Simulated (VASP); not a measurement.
Input of a VASP 6.6.1 run:

File INCAR:

```
  PREC = Accurate
  ENCUT = 520
  EDIFF = 1E-7
  ISMEAR = 0
  SIGMA = 0.1
  LREAL = False
  LASPH = True
  NELM = 80
  ALGO = Normal
  ISIF = 2
  LWAVE = False
  LCHARG = False
  GGA = PE
  NBANDS = 16
```

The input KPOINTS:

```
regular mesh
0
Gamma
  18 18 2
```

Contents of POSCAR:

```
C
1.0
    2.4665086558      0.0000000000      0.0000000000
   -1.2332543279      2.1360591546      0.0000000000
    0.0000000000      0.0000000000     24.0320584893
C
4
Direct
    0.0000000000      0.0000000000      0.5915145690
    0.0000000000      0.0000000000      0.4084854310
    0.3333333333      0.6666666667      0.4084786202
    0.6666666667      0.3333333333      0.5915213798
```

Potentials or basis: VASP PAW PBE potentials, release 64 (C).

The run is started by

```bash
$ cat potpaw_PBE.64/C/POTCAR > POTCAR
$ mpirun -np 1 vasp_std > vasp.out
```

(1) Estimate the band gap on the k mesh.

Results:

(1) zero (filled and empty bands touch).
